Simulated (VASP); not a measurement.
# SiO2 (I4/mmm) in VASP: notebook, part 2 of 2

VASP 6.6.1. The steps go on from the part before.

## (3) Single point, PBE+D3(BJ)

This run uses another cell than the first one, of 17.71 Å³/atom.

INCAR reads:

```
ALGO = Normal
EDIFF = 1E-6
ENCUT = 520
GGA = PE
ISIF = 2
ISMEAR = -1
IVDW = 12
LASPH = T
LCHARG = F
LREAL = F
LWAVE = F
NBANDS = 44
NELM = 100
PREC = Accurate
SIGMA = 0.05
```

KPOINTS reads:

```
k-points
0
Gamma
  6 6 6
```

POSCAR reads:

```
SiO2
1.0
   -4.4923828642      4.4923828642      2.6322313510
    4.4923828642     -4.4923828642      2.6322313510
    4.4923828642      4.4923828642     -2.6322313510
Si O
4 8
Direct
    0.8230131673      0.8230131673      0.6460263346
    0.1769868327      0.8230131673      0.0000000000
    0.8230131673      0.1769868327      0.0000000000
    0.1769868327      0.1769868327      0.3539736654
    0.0000000000      0.7900689562      0.7900689562
    0.2099310438      0.0000000000      0.2099310438
    0.7900689562      0.0000000000      0.7900689562
    0.0000000000      0.2099310438      0.2099310438
    0.0000000000      0.0000000000      0.5000000000
    0.5000000000      0.0000000000      0.0000000000
    0.0000000000      0.5000000000      0.0000000000
    0.5000000000      0.5000000000      0.5000000000
```

Potentials or basis: VASP PAW PBE potentials, release 64 (Si, O).

Command:

```
$ cat potpaw_PBE.64/Si/POTCAR potpaw_PBE.64/O/POTCAR > POTCAR
$ mpirun -np 1 vasp_std > vasp.out
```

OUTCAR:

```text
EDIFF = 1E-6
   ENCUT = 520
   GGA = PE
   ISIF = 2
   ISMEAR = -1
   IVDW = 12
   LASPH = T
   LREAL = F
   NELM = 100
   PREC = Accurate
 IVDW          = 12

 ion  position               nearest neighbor table
   1  0.823  0.823  0.646-  12 1.61   9 1.61   5 1.62   7 1.62
   2  0.177  0.823  0.000-  10 1.61  11 1.61   5 1.62   6 1.62
   3  0.823  0.177  0.000-  10 1.61  11 1.61   7 1.62   8 1.62
   4  0.177  0.177  0.354-  12 1.61   9 1.61   6 1.62   8 1.62
   5  0.000  0.790  0.790-   1 1.62   2 1.62
   6  0.210  0.000  0.210-   4 1.62   2 1.62
   7  0.790  0.000  0.790-   1 1.62   3 1.62
   8  0.000  0.210  0.210-   4 1.62   3 1.62
   9  0.000  0.000  0.500-   1 1.61   4 1.61
  10  0.500  0.000  0.000-   2 1.61   3 1.61
  11  0.000  0.500  0.000-   2 1.61   3 1.61
  12  0.500  0.500  0.500-   1 1.61   4 1.61

  LATTYP: Found a body centered tetragonal cell.
 ALAT       =     8.9847657284
 C/A-ratio  =     0.5859321056

  Lattice vectors:

 A1 = (  -4.4923828642,   4.4923828642,   2.6322313510)
 A2 = (   4.4923828642,  -4.4923828642,   2.6322313510)
 A3 = (   4.4923828642,   4.4923828642,  -2.6322313510)

Analysis of symmetry for initial positions (statically):
=====================================================================
 Subroutine PRICEL returns:
 Original cell was already a primitive cell.

 Routine SETGRP: Setting up the symmetry group for a
 body centered tetragonal supercell.

 Subroutine GETGRP returns: Found 16 space group operations
 (whereof 16 operations were pure point group operations)
 out of a pool of 16 trial point group operations.

The static configuration has the point symmetry D_4h.

Analysis of symmetry for dynamics (positions and initial velocities):
=====================================================================
 Subroutine PRICEL returns:
 Original cell was already a primitive cell.
[... 156 lines left out ...]
   IVDW    =    12    specifies the selected vdW correction
   LEPSILON=     F    determine dielectric tensor
   LRPA    =     F    only Hartree local field effects (RPA)
 non-spin polarized calculation
  energy-cutoff  :      520.00
  volume of cell :      212.49
 maximum number of plane-waves:      5778
 NGX is ok and might be reduce to    54
   NGX = 25   NGY = 25   NGZ = 25

 number of electron      64.0000019 magnetization

 Free energy of the ion-electron system (eV)
  ---------------------------------------------------
  ext. energy  EPLUGINS =         0.00000000
  ---------------------------------------------------
  free energy    TOTEN  =       -94.85585671 eV

  energy without entropy =      -94.85585671  energy(sigma->0) =      -94.85585671

 E-fermi :  -0.0182     XC(G=0):  -7.2852

 val. band max:       -1.1584358659   @ k =   0.0000   0.0000   0.0000
 cond. band min:       4.2201061925   @ k =   0.0000   0.0000   0.0000
 fundamental gap:      5.3785420584
 Fermi energy:        -0.0181635237

 k-point     1 :       0.0000    0.0000    0.0000
  band No.  band energies     occupation
      1     -20.5518      2.00000
      2     -19.6949      2.00000
      3     -19.1843      2.00000
      4     -19.1843      2.00000
      5     -18.5785      2.00000
      6     -18.5647      2.00000
[... 1117 lines left out ...]
     43       9.7966      0.00000
     44       9.8975      0.00000

 [... further k-points ...]

------------------------ aborting loop because EDIFF is reached ----------------------------------------

 Edisp (eV)   -1.15504

 E8    (eV) :    -0.3833

  FORCE on cell =-STRESS in cart. coord.  units (eV):
  Direction    XX          YY          ZZ          XY          YZ          ZX
  --------------------------------------------------------------------------------------
  -------------------------------------------------------------------------------------
  Total       0.06554     0.06554     0.02997     0.00000     0.00000     0.00000
  in kB       0.49418     0.49418     0.22597     0.00000     0.00000     0.00000
  external pressure =        0.40 kB  Pullay stress =        0.00 kB

 VOLUME and BASIS-vectors are now :
 -----------------------------------------------------------------------------
  energy-cutoff  :      520.00
  volume of cell :      212.49
      direct lattice vectors                 reciprocal lattice vectors
    -4.492382864  4.492382864  2.632231351     0.000000000  0.111299507  0.189952908
     4.492382864 -4.492382864  2.632231351     0.111299507  0.000000000  0.189952908
     4.492382864  4.492382864 -2.632231351     0.111299507  0.111299507  0.000000000

 POSITION                                       TOTAL-FORCE (eV/Angst)
 -----------------------------------------------------------------------------------
      2.90220      2.90220      2.63223        -0.019791     -0.019791     -0.000000
      2.90220     -2.90220      2.63223        -0.019791      0.019791      0.000000
     -2.90220      2.90220      2.63223         0.019791     -0.019791      0.000000
      1.59019      1.59019      0.00000         0.019791      0.019791      0.000000
      7.09858      0.00000      0.00000         0.012463      0.000000      0.000000
      0.00000      1.88618      0.00000        -0.000000     -0.012463      0.000000
      0.00000      7.09858      0.00000        -0.000000      0.012463      0.000000
      1.88618      0.00000      0.00000        -0.012463      0.000000      0.000000
      2.24619      2.24619     -1.31612        -0.000000      0.000000      0.000000
     -2.24619      2.24619      1.31612         0.000000      0.000000      0.000000
      2.24619     -2.24619      1.31612        -0.000000      0.000000      0.000000
      2.24619      2.24619      1.31612         0.000000      0.000000      0.000000
 -----------------------------------------------------------------------------------
    total drift:                               -0.000000     -0.000000      0.000000

  FREE ENERGIE OF THE ION-ELECTRON SYSTEM (eV)
  ---------------------------------------------------
  free  energy   TOTEN  =       -96.0108961317 eV

  energy  without entropy=      -96.0108961317  energy(sigma->0) =      -96.01089613
```

OSZICAR:

```text
N       E                     dE             d eps       ncg     rms          rms(c)
DAV:   1     0.451825716514E+03    0.45183E+03   -0.31470E+04  2648   0.129E+03
DAV:   2    -0.664148383921E+02   -0.51824E+03   -0.49885E+03  3452   0.312E+02
DAV:   3    -0.107834296186E+03   -0.41419E+02   -0.41207E+02  3248   0.941E+01
DAV:   4    -0.108455417366E+03   -0.62112E+00   -0.61991E+00  3272   0.128E+01
DAV:   5    -0.108467784573E+03   -0.12367E-01   -0.12359E-01  3236   0.174E+00    0.296E+01
DAV:   6    -0.949380390670E+02    0.13530E+02   -0.52601E+01  2996   0.329E+01    0.137E+01
DAV:   7    -0.948985464556E+02    0.39493E-01   -0.15759E+00  3268   0.499E+00    0.504E+00
DAV:   8    -0.948547355855E+02    0.43811E-01   -0.81661E-02  3220   0.169E+00    0.194E+00
DAV:   9    -0.948519066231E+02    0.28290E-02   -0.50218E-02  3288   0.122E+00    0.420E-01
DAV:  10    -0.948562279714E+02   -0.43213E-02   -0.54642E-03  2832   0.350E-01    0.140E-01
DAV:  11    -0.948559038323E+02    0.32414E-03   -0.22046E-03  2912   0.242E-01    0.500E-02
DAV:  12    -0.948558746231E+02    0.29209E-04   -0.10208E-04  3256   0.560E-02    0.339E-02
DAV:  13    -0.948558611162E+02    0.13507E-04   -0.65683E-06  2800   0.181E-02    0.138E-02
DAV:  14    -0.948558568251E+02    0.42912E-05   -0.62267E-06  2668   0.132E-02    0.334E-03
DAV:  15    -0.948558567131E+02    0.11201E-06   -0.37003E-07  2240   0.443E-03
   1 F= -.96010896E+02 E0= -.96010896E+02  d E =-.403564E-10
```

Wall time 10 min (1 thread of Oxide Virtual Turin-like, shared host); peak memory 0.45 GiB.

Results:

```
Free energy                : -96.0109 eV
Pressure                   : 0.0 GPa
Largest force              : 0.028 eV/Å
Band gap on the k mesh     : 5.38 eV
Dispersion energy per atom : -0.096 eV
```

Forces in eV/Å, atoms in the order of the input:
```
Si  -0.020 -0.020  0.000
Si  -0.020  0.020  0.000
Si   0.020 -0.020  0.000
Si   0.020  0.020  0.000
O    0.012  0.000  0.000
O    0.000 -0.012  0.000
O    0.000  0.012  0.000
O   -0.012  0.000  0.000
O    0.000  0.000  0.000
O    0.000  0.000  0.000
O    0.000  0.000  0.000
O    0.000  0.000  0.000
```

Levels at points of the mesh, in eV from the valence-band top:
```tsv
k point	band 30	band 31	band 32	band 33	band 34	band 35
(0.00, 0.00, 0.00)	-0.66	-0.02	0.00	5.38	8.29	8.45
(0.50, 0.00, 0.00)	-0.75	-0.57	-0.26	7.55	7.69	8.60
(0.50, 0.50, 0.00)	-0.40	-0.38	-0.24	6.52	6.91	8.53
(0.50, 0.50, 0.50)	-0.20	0.00	0.00	7.50	7.50	7.56
```

## (4) Single point, PBE+D3(BJ)

This run uses another cell than the first one, of 17.72 Å³/atom.

INCAR reads:

```
ALGO = Normal
EDIFF = 1E-7
ENCUT = 520
GGA = PE
ISIF = 2
ISMEAR = -1
IVDW = 12
LASPH = True
LCHARG = False
LREAL = False
LWAVE = False
NBANDS = 44
NELM = 60
PREC = Accurate
SIGMA = 0.05
```

KPOINTS is that of step 3.

POSCAR reads:

```
SiO2
1.0
   -4.4934235879      4.4934235879      2.6324553304
    4.4934235879     -4.4934235879      2.6324553304
    4.4934235879      4.4934235879     -2.6324553304
Si O
4 8
Direct
    0.8230217291      0.8230217291      0.6460434582
    0.1769782709      0.8230217291      0.0000000000
    0.8230217291      0.1769782709      0.0000000000
    0.1769782709      0.1769782709      0.3539565418
    0.0000000000      0.7901152131      0.7901152131
    0.2098847869      0.0000000000      0.2098847869
    0.7901152131      0.0000000000      0.7901152131
    0.0000000000      0.2098847869      0.2098847869
    0.0000000000      0.0000000000      0.5000000000
    0.5000000000      0.0000000000      0.0000000000
    0.0000000000      0.5000000000      0.0000000000
    0.5000000000      0.5000000000      0.5000000000
```

Command:

```
$ cat potpaw_PBE.64/Si/POTCAR potpaw_PBE.64/O/POTCAR > POTCAR
$ mpirun -np 1 vasp_std > vasp.out
```

It took 14 min on 1 thread of Oxide Virtual Turin-like, shared host; peak memory 0.46 GiB.

Results (log left out):

* Free energy: -96.0111 eV
* Pressure: 0.0 GPa
* Largest force: 0.028 eV/Å
* Band gap on the k mesh: 5.38 eV
* Dispersion energy per atom: -0.096 eV

Forces in eV/Å, atoms in the order of the input:
```
Si  -0.020 -0.020  0.000
Si  -0.020  0.020  0.000
Si   0.020 -0.020  0.000
Si   0.020  0.020  0.000
O    0.012  0.000  0.000
O    0.000 -0.012  0.000
O    0.000  0.012  0.000
O   -0.012  0.000  0.000
O    0.000  0.000  0.000
O    0.000  0.000  0.000
O    0.000  0.000  0.000
O    0.000  0.000  0.000
```

Levels at points of the mesh, in eV from the valence-band top:
```csv
k point,band 28,band 29,band 30,band 31,band 32,band 33,band 34,band 35,band 36,band 37
"(0.00, 0.00, 0.00)",-1.35,-0.83,-0.66,-0.02,0.00,5.38,8.29,8.45,8.68,9.13
"(0.50, 0.00, 0.00)",-1.11,-1.07,-0.75,-0.57,-0.26,7.54,7.69,8.60,8.76,9.19
"(0.50, 0.50, 0.00)",-0.73,-0.44,-0.39,-0.37,-0.24,6.52,6.91,8.53,8.79,9.33
"(0.50, 0.50, 0.50)",-0.99,-0.99,-0.20,0.00,0.00,7.50,7.50,7.56,8.03,8.62
```

Caveat: three body term missing. A k mesh can miss the band edges.

## (5) Summary

| cell | gap on the mesh (eV) | pressure (GPa) | largest force (eV/Å) |
| --- | --- | --- | --- |
| a = 6.842 Å, angles 98.4, 98.4, 135.1°, 12 atoms, atomic positions A | 5.45 | 2.8 | 0.20 |
| a = 6.877 Å, angles 98.4, 98.4, 135.0°, 12 atoms, atomic positions B | 5.38 | 0.0 | 0.03 |
| a = 6.878 Å, angles 98.4, 98.4, 135.0°, 12 atoms, atomic positions B | 5.38 | 0.0 | 0.03 |

Alike in all rows: task single point; level PBE+D3(BJ); potentials or basis VASP PAW PBE potentials, release 64 (Si, O); no spin polarisation; k mesh 6 × 6 × 6; cutoff (eV) 520; smearing fermi-dirac 0.05 eV.

Caveats: three body term missing (at least some runs).

Absolute energies hang on the potentials; compare differences alone.
